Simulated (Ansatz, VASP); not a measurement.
## One calculation of Au, two programs

```
Au
1.0
     2.81549    0.00000    0.00000
    -0.01296    2.82018    0.00000
    -1.13789   -1.18541    4.92401
Au
2
Direct
  0.67286 0.66596 0.27405
  0.32714 0.33404 0.72594
```

Alike in both runs: functional PBEsol; k mesh 8 × 8 × 4; occupations fermi-dirac, width 0.05 eV; no spin polarisation.

|  | VASP | Ansatz |
| --- | --- | --- |
| version | VASP 6.6.1 | Ansatz 0.2.0 |
| potentials or method | VASP PAW PBE potentials, release 64 (Au), cutoff 520 eV | all-electron LAPW, scalar-relativistic |
| task | single point | band structure |

VASP gave:

- gap on the k mesh at the Fermi level (eV): none
- pressure (GPa): -8.5
- traceless stress, the component that is largest in VASP (GPa): 1.68
- rms of the force components (eV/Å): 0.090

Question: What did Ansatz give for the same quantities?

Answer: gap on the k mesh at the Fermi level (eV): none; pressure (GPa): -8.3; traceless stress, the component that is largest in VASP (GPa): 1.71; rms of the force components (eV/Å): 0.089.

VASP's potentials were made for PBE, not for PBEsol. Atom by atom the forces differ by 0.002 eV/Å (rms over components). A gap of «none» marks a metal or a gap that the smearing closes. Ansatz ran all-electron here, and VASP with PAW potentials.

Spin-orbit coupling is off throughout. Noted on Ansatz's run: the k mesh is thin for a metal, which can move the energy by tens of meV per atom.
